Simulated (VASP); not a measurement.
# Ge (Cmce) in VASP: notebook, part 2 of 2

VASP 6.6.1. The steps go on from the part before.

## (3) Single point, PBEsol

This run uses another cell than the first one, of 23.97 Å³/atom, 1.003 times its volume.

INCAR reads:

```
SYSTEM = Ge
  ALGO = Normal
  EDIFF = 1E-7
  ENCUT = 520
  GGA = PS
  ISIF = 2
  ISMEAR = 0
  LASPH = .True.
  LCHARG = .False.
  LREAL = .False.
  LWAVE = .False.
  NBANDS = 36
  NELM = 100
  PREC = Accurate
  SIGMA = 0.1
```

KPOINTS reads:

```
k-points
0
Gamma
  6 6 2
  0 0 0
```

POSCAR reads:

```
Ge
1.0
    2.9962801600     -1.9803119734      0.0000000000
    2.9962801600      1.9803119734      0.0000000000
    0.0000000000      0.0000000000      8.0781860689
Ge
4
Direct
    0.8500000000      0.1500000000      0.1170000000
    0.6500000000      0.3500000000      0.6170000000
    0.1500000000      0.8500000000      0.8830000000
    0.3500000000      0.6500000000      0.3830000000
```

Potentials or basis: VASP PAW PBE potentials, release 64 (Ge_d).

Started as:

```sh
$ cat potpaw_PBE.64/Ge_d/POTCAR > POTCAR
$ mpirun -np 1 vasp_std > vasp.out
```

OUTCAR:

```text
SYSTEM = Ge
   EDIFF = 1E-7
   ENCUT = 520
   GGA = PS
   ISIF = 2
   ISMEAR = 0
   LASPH = .True.
   LREAL = .False.
   NELM = 100
   PREC = Accurate

 ion  position               nearest neighbor table
   1  0.850  0.150  0.117-   3 2.23
   2  0.650  0.350  0.617-   4 2.23
   3  0.150  0.850  0.883-   1 2.23
   4  0.350  0.650  0.383-   2 2.23

  LATTYP: Found a base centered orthorhombic cell.
 ALAT       =     3.9606239468
 B/A-ratio  =     1.5130344109
 C/A-ratio  =     2.0396246090

[... 200 lines left out ...]
      6     -20.5043      2.00000
[... 925 lines left out ...]
     35      10.7766      0.00000
     36      10.7766      0.00000

 [... further k-points ...]
[... 5 lines left out ...]
  --------------------------------------------------------------------------------------
  -------------------------------------------------------------------------------------
  Total       -5.3408870     -1.1902215      2.2527528      0.0000000      0.0000000      0.0000000
  in kB      -89.2614819    -19.8920027     37.6499350      0.0000000      0.0000000      0.0000000
  external PRESSURE =     -23.8345165 kB  Pullay stress =       0.0000000 kB

 VOLUME and BASIS-vectors are now :
 -----------------------------------------------------------------------------
  energy-cutoff  :      520.00
  volume of cell :       95.86
      direct lattice vectors                 reciprocal lattice vectors
     2.996280160 -1.980311973  0.000000000     0.166873581 -0.252485470  0.000000000
     2.996280160  1.980311973  0.000000000     0.166873581  0.252485470  0.000000000
     0.000000000  0.000000000  8.078186069     0.000000000  0.000000000  0.123790167

 POSITION                                       TOTAL-FORCE (eV/Angst)
 -----------------------------------------------------------------------------------
      2.99628     -1.38622      0.94515         0.000000      1.638552      2.665157
      2.99628     -0.59409      4.98424         0.000000     -1.638552      2.665157
      2.99628      1.38622      7.13304         0.000000     -1.638552     -2.665157
      2.99628      0.59409      3.09395         0.000000      1.638552     -2.665157
 -----------------------------------------------------------------------------------
    total drift:                                0.000000      0.000000      0.000000

  FREE ENERGIE OF THE ION-ELECTRON SYSTEM (eV)
  ---------------------------------------------------
  free  energy   TOTEN  =       -16.4940973081 eV

  energy  without entropy=      -16.4839738319  energy(sigma->0) =      -16.48903557
```

OSZICAR:

```text
N       E                     dE             d eps       ncg     rms          rms(c)
DAV:   1     0.481480896382E+03    0.48148E+03   -0.27789E+04  2136   0.418E+03
DAV:   2     0.673042788296E+02   -0.41418E+03   -0.40478E+03  1872   0.796E+02
DAV:   3    -0.119696803410E+02   -0.79274E+02   -0.77967E+02  2088   0.203E+02
DAV:   4    -0.165631857878E+02   -0.45935E+01   -0.45571E+01  2104   0.553E+01
DAV:   5    -0.166684631824E+02   -0.10528E+00   -0.10523E+00  2076   0.940E+00    0.323E+00
DAV:   6    -0.165406882105E+02    0.12777E+00   -0.96292E-02  2516   0.383E+00    0.175E+00
DAV:   7    -0.164931037584E+02    0.47584E-01   -0.14900E-01  2052   0.329E+00    0.178E-01
DAV:   8    -0.164940634016E+02   -0.95964E-03   -0.36313E-02  2064   0.206E+00    0.125E-01
DAV:   9    -0.164940988162E+02   -0.35415E-04   -0.12494E-03  2152   0.306E-01    0.807E-02
DAV:  10    -0.164940987936E+02    0.22532E-07   -0.98791E-05  2288   0.104E-01    0.262E-02
DAV:  11    -0.164940968566E+02    0.19370E-05   -0.24926E-05  2464   0.568E-02    0.431E-03
DAV:  12    -0.164940971427E+02   -0.28607E-06   -0.22373E-06  2268   0.142E-02    0.157E-03
DAV:  13    -0.164940972986E+02   -0.15586E-06   -0.19164E-07  1592   0.359E-03    0.436E-04
DAV:  14    -0.164940973081E+02   -0.95351E-08   -0.13840E-08  1092   0.931E-04
   1 F= -.16494097E+02 E0= -.16489036E+02  d E =-.101235E-01
```

stdout:

```text
POSCAR found type information on POSCAR Ge
 POSCAR found :  1 types and       4 ions
 scaLAPACK will be used
 -----------------------------------------------------------------------------
|                                                                             |
|                                                                             |
|     You enforced a specific xc type in the INCAR file but a different       |
|     I HOPE YOU KNOW WHAT YOU ARE DOING!                                     |
|                                                                             |
 -----------------------------------------------------------------------------

 LDA part: xc-table for (Slater+PW92), standard interpolation
 POSCAR, INCAR and KPOINTS ok, starting setup
 FFT: planning ... GRIDC
 FFT: planning ... GRID_SOFT
 FFT: planning ... GRID
 WAVECAR not read
 entering main loop
```

Wall time 42 s (1 thread of Intel Xeon 6975P-C (Granite Rapids), shared host); peak memory 0.22 GiB.

Results:

```
Free energy            : -16.4941 eV
Pressure               : -2.4 GPa
Largest force          : 3.129 eV/Å
Band gap on the k mesh : zero (band 28 reaches 6.80 eV, above the bottom of band 29 at 2.91 eV)
```

Forces on the atoms (eV/Å):
```
Ge   0.000  1.639  2.665
Ge   0.000 -1.639  2.665
Ge   0.000 -1.639 -2.665
Ge   0.000  1.639 -2.665
```

Caveat: the k points lie up to 0.39 Å⁻¹ apart; the PAW data sets were made with another functional, which shifts forces and pressure a little.

## (4) Relaxation of cell and atoms, PBEsol

This run uses another cell than the first one, of 23.97 Å³/atom, 1.003 times its volume.

INCAR reads:

```
SYSTEM = Ge
ALGO = Normal
EDIFF = 1E-6
EDIFFG = -0.04
ENCUT = 600
GGA = PS
IBRION = 2
ISIF = 3
ISMEAR = 0
LASPH = .True.
LCHARG = .False.
LREAL = .False.
LWAVE = .False.
NELM = 60
NSW = 90
PREC = Accurate
SIGMA = 0.1
```

KPOINTS is that of step 3.

POSCAR is that of step 3.

Potentials or basis: VASP PAW PBE potentials, release 64 (Ge_d).

Started as:

```sh
$ cat potpaw_PBE.64/Ge_d/POTCAR > POTCAR
$ mpirun -np 1 vasp_std > vasp.out
```

OUTCAR:

```text
SYSTEM = Ge
   EDIFF = 1E-6
   EDIFFG = -0.04
   ENCUT = 600
   GGA = PS
   IBRION = 2
   ISIF = 3
   ISMEAR = 0
   LASPH = .True.
   LREAL = .False.
   NELM = 60
   NSW = 90
   PREC = Accurate

 ion  position               nearest neighbor table
   1  0.850  0.150  0.117-   3 2.23
   2  0.650  0.350  0.617-   4 2.23
   3  0.150  0.850  0.883-   1 2.23
   4  0.350  0.650  0.383-   2 2.23

  LATTYP: Found a base centered orthorhombic cell.
 ALAT       =     3.9606239468
 B/A-ratio  =     1.5130344109
 C/A-ratio  =     2.0396246090

  Lattice vectors:

 A1 = (  -2.9962801600,  -1.9803119734,   0.0000000000)
 A2 = (   2.9962801600,  -1.9803119734,   0.0000000000)
 A3 = (   0.0000000000,   0.0000000000,   8.0781860689)

Analysis of symmetry for initial positions (statically):
=====================================================================
 Subroutine PRICEL returns:
 Original cell was already a primitive cell.

 Routine SETGRP: Setting up the symmetry group for a
 base centered orthorhombic supercell.

 Subroutine GETGRP returns: Found  8 space group operations
 (whereof  4 operations were pure point group operations)
 out of a pool of  8 trial point group operations.

The static configuration has the point symmetry C_2h.
 The point group associated with its full space group is D_2h.

Analysis of symmetry for dynamics (positions and initial velocities):
=====================================================================
 Subroutine PRICEL returns:
 Original cell was already a primitive cell.

 Routine SETGRP: Setting up the symmetry group for a
 base centered orthorhombic supercell.

 Subroutine GETGRP returns: Found  8 space group operations
 (whereof  4 operations were pure point group operations)
 out of a pool of  8 trial point group operations.

The dynamic configuration has the point symmetry C_2h.
 The point group associated with its full space group is D_2h.

 Subroutine INISYM returns: Found  8 space group operations
 (whereof  4 operations are pure point group operations),
 and found     1 'primitive' translations

[... 114 lines left out ...]
   EFERMI_NEDOS =   21; number of points for ismear=-14 and -15
   IALGO  =     38    algorithm
   IMIX   =      4    mixing-type and parameters
     AMIX     =   0.40;   BMIX     =  1.00
     AMIX_MAG =   1.60;   BMIX_MAG =  1.00
  volume/ion in A,a.u.               =      23.97       161.73
  Fermi-wavevector in a.u.,A,eV,Ry     =   1.368519  2.586126 25.481599  1.872845
  Thomas-Fermi vector in A             =   2.494476
   LORBIT       =      0    0 simple, 1 ext, 2 COOP (PROOUT), +10 PAW based schemes
   GGA     = PS    functional components
   LHFCALC =     F    Hartree Fock is set to
   AEXX    =    0.0000 exact exchange contribution
   IVDW    =     0    specifies the selected vdW correction
   LEPSILON=     F    determine dielectric tensor
   LRPA    =     F    only Hartree local field effects (RPA)
 conjugate gradient relaxation of ions
 non-spin polarized calculation
 Gauss-broadening in eV      SIGMA  =   0.10
  energy-cutoff  :      600.00
  volume of cell :       95.86
 maximum number of plane-waves:      3224
 NGX is ok and might be reduce to    30
   NGX = 15   NGY = 15   NGZ = 33

--------------------------------------- Ionic step        1  -------------------------------------------

 number of electron      55.9999987 magnetization

 Free energy of the ion-electron system (eV)
  ---------------------------------------------------
  ext. energy  EPLUGINS =         0.00000000
  ---------------------------------------------------
  free energy    TOTEN  =       -16.49439704 eV

  energy without entropy =      -16.48427239  energy(sigma->0) =      -16.48933472

 E-fermi :   4.2387     XC(G=0): -10.1703

 val. band max:        4.2140917124   @ k =   0.0000   0.0000   0.5000
 cond. band min:       4.2862311673   @ k =   0.3333   0.3333   0.0000
 fundamental gap:      0.0721394549
 Fermi energy:         4.2387353779

 k-point     1 :       0.0000    0.0000    0.0000
  band No.  band energies     occupation
      1     -20.7208      2.00000
      2     -20.6822      2.00000
      3     -20.5491      2.00000
      4     -20.5222      2.00000
      5     -20.5213      2.00000
      6     -20.5040      2.00000
[... 962 lines left out ...]
  FREE ENERGIE OF THE ION-ELECTRON SYSTEM (eV)
  ---------------------------------------------------
  free  energy   TOTEN  =       -17.8824427258 eV

  energy  without entropy=      -17.8568210966  energy(sigma->0) =      -17.86963191

[... ionic steps 4 to 22 ...]

--------------------------------------- Ionic step       23  -------------------------------------------

 number of electron      56.0000010 magnetization

------------------------ aborting loop because EDIFF is reached ----------------------------------------
[... 71 lines left out ...]
--------------------------------------- Ionic step       25  -------------------------------------------

 number of electron      56.0000011 magnetization

 Free energy of the ion-electron system (eV)
  ---------------------------------------------------
  ext. energy  EPLUGINS =         0.00000000
  ---------------------------------------------------
  free energy    TOTEN  =       -18.64954395 eV

  energy without entropy =      -18.63988070  energy(sigma->0) =      -18.64471232

 E-fermi :   6.6224     XC(G=0): -11.5294

 val. band max:        6.6157632073   @ k =   0.5000   0.3333   0.5000
 cond. band min:       7.0739965318   @ k =   0.1667   0.0000   0.0000
 fundamental gap:      0.4582333245
 Fermi energy:         6.6224496491

 k-point     1 :       0.0000    0.0000    0.0000
  band No.  band energies     occupation
      1     -17.8549      2.00000
      2     -17.8468      2.00000
      3     -17.8209      2.00000
      4     -17.8100      2.00000
      5     -17.8025      2.00000
      6     -17.8025      2.00000
[... 886 lines left out ...]
  FREE ENERGIE OF THE ION-ELECTRON SYSTEM (eV)
  ---------------------------------------------------
  free  energy   TOTEN  =       -18.6495439511 eV

  energy  without entropy=      -18.6398806974  energy(sigma->0) =      -18.64471232

 reached required accuracy - stopping structural energy minimisation
```

OSZICAR:

```text
N       E                     dE             d eps       ncg     rms          rms(c)
DAV:   1     0.493845425939E+03    0.49385E+03   -0.31178E+04  1908   0.491E+03
DAV:   2     0.685515378671E+02   -0.42529E+03   -0.41918E+03  1716   0.883E+02
DAV:   3    -0.122556898798E+02   -0.80807E+02   -0.80100E+02  2030   0.224E+02
[... 232 lines left out ...]
DAV:   3    -0.186492479242E+02    0.63674E-02   -0.99446E-03  2756   0.167E+00    0.475E-02
DAV:   4    -0.186495674517E+02   -0.31953E-03   -0.39748E-03  1809   0.787E-01    0.382E-02
DAV:   5    -0.186495446845E+02    0.22767E-04   -0.16548E-04  2157   0.175E-01    0.168E-02
DAV:   6    -0.186495445253E+02    0.15915E-06   -0.17943E-05  2074   0.946E-02    0.554E-03
DAV:   7    -0.186495439511E+02    0.57427E-06   -0.14896E-06  1119   0.263E-02
  25 F= -.18649544E+02 E0= -.18644712E+02  d E =-.153150E-02
```

Wall time 14 min (1 thread of Intel Xeon 6975P-C (Granite Rapids), shared host); peak memory 0.28 GiB.

What came out:

| Property | Result |
| --- | --- |
| Free energy | -18.6495 eV |
| Relaxed volume | 18.50 Å³/atom |
| Relaxed cell | a = 3.130 Å, b = 3.130 Å, c = 7.667 Å, α = 90.00°, β = 90.00°, γ = 80.03° |
| Space group after relaxing (to 0.05 Å) | Fmmm (No. 69) |
| Energy gained by relaxing | 538.8 meV/atom |
| Ionic steps | 25 |
| Pressure after relaxing | 0.0 GPa |
| Largest force after relaxing | 0.005 eV/Å |
| Band gap on the k mesh | zero (band 28 reaches 10.28 eV, above the bottom of band 29 at 5.04 eV) |

Forces on the atoms (eV/Å):
```
Ge   0.000 -0.005  0.000
Ge   0.000  0.005  0.000
Ge   0.000  0.005  0.000
Ge   0.000 -0.005  0.000
```

The path:
```tsv
step	energy change (eV)	largest force (eV/Å)	pressure (GPa)	volume (Å³)
1	0.0000	3.1275	-2.42	95.86
2	-1.2648	0.5647	-6.56	90.72
3	-1.3880	0.2671	-6.50	89.21
4	-1.5311	0.3999	-4.14	86.13
5	-1.7211	0.6590	1.36	77.62
6	-1.7213	0.6684	1.71	77.35
7	-1.8286	0.4446	1.15	76.28
8	-1.8574	0.3052	1.35	75.39
9	-1.8586	0.3343	1.41	75.54
10	-1.8997	0.2076	-1.53	77.88
11	-1.9002	0.1956	-1.98	78.24
12	-1.9472	0.2594	-1.92	77.38
13	-1.9727	0.4949	0.76	74.68
14	-1.9995	0.3556	-0.56	75.81
15	-2.0326	0.3725	0.27	74.72
16	-2.0542	0.3786	1.73	73.25
17	-2.1046	0.2560	0.72	73.73
18	-2.1183	0.1779	0.04	74.10
19	-2.1185	0.1693	-0.05	74.15
20	-2.1294	0.1324	-0.41	74.21
21	-2.1408	0.0884	-0.23	74.30
22	-2.1501	0.0890	-0.35	74.47
23	-2.1536	0.0512	0.13	73.89
24	-2.1536	0.0472	0.22	73.84
25	-2.1551	0.0048	-0.02	73.99
```

Final structure:
```yaml
crystal:
  lattice:
    - [2.39743, -2.01263, 0.00000]
    - [2.39743, 2.01263, 0.00000]
    - [0.00000, 0.00000, 7.66680]
  atoms:
    - { symbol: Ge, position: [0.74962, 0.25038, 0.12500] }
    - { symbol: Ge, position: [0.75038, 0.24962, 0.62500] }
    - { symbol: Ge, position: [0.25038, 0.74962, 0.87500] }
    - { symbol: Ge, position: [0.24962, 0.75038, 0.37500] }
```

Levels at points of the mesh, in eV from the Fermi level:
```csv
k point,band 26,band 27,band 28,band 29,band 30,band 31
"(0.00, 0.00, 0.00)",0.94,2.59,3.66,3.66,4.68,4.68
"(0.50, 0.00, 0.00)",-5.38,1.06,1.06,1.08,1.08,4.38
"(0.50, 0.50, 0.00)",-3.68,-2.62,-2.62,-0.95,-0.95,-0.03
"(0.00, 0.00, 0.50)",1.27,1.63,1.63,3.20,3.20,6.76
"(0.50, 0.00, 0.50)",-3.06,-3.06,-3.06,4.11,4.11,4.11
"(0.50, 0.50, 0.50)",-4.49,-2.99,-2.99,-0.18,-0.18,0.54
```

Caveat: the k points lie up to 0.41 Å⁻¹ apart in the final cell; the volume moved by over 15 % at a fixed basis, so the end points are rough; the PAW data sets were made with another functional, which shifts forces and pressure a little.

## (5) The runs side by side

| task | cell | k mesh | cutoff (eV) | gap on the mesh (eV) | pressure (GPa) | largest force (eV/Å) |
| --- | --- | --- | --- | --- | --- | --- |
| single point | a = 5.938, b = 5.938, c = 4.725 Å, angles 90.0, 90.0, 145.0°, 4 atoms | 6 × 6 × 4 | 520 | none | 6.6 | 1.33 |
| single point | a = 3.592, b = 3.592, c = 8.078 Å, angles 90.0, 90.0, 66.9°, 4 atoms | 6 × 6 × 2 | 520 | none | -2.4 | 3.13 |
| relaxation of cell and atoms | relaxed from a = 3.592, b = 3.592, c = 8.078 Å, angles 90.0, 90.0, 66.9°, 4 atoms | 6 × 6 × 2 | 600 | none | 0.0 | - |

Alike in all rows: level PBEsol; potentials or basis VASP PAW PBE potentials, release 64 (Ge_d); no spin polarisation; smearing gaussian 0.1 eV.

Caveats: some runs use coarse meshes; the PAW data sets were made with another functional, which shifts forces and pressure a little; the volume moved by over 15 % at a fixed basis, so the end points are rough (some runs).

Total energies depend on the potentials used, so only differences within one code and one set of settings carry meaning.
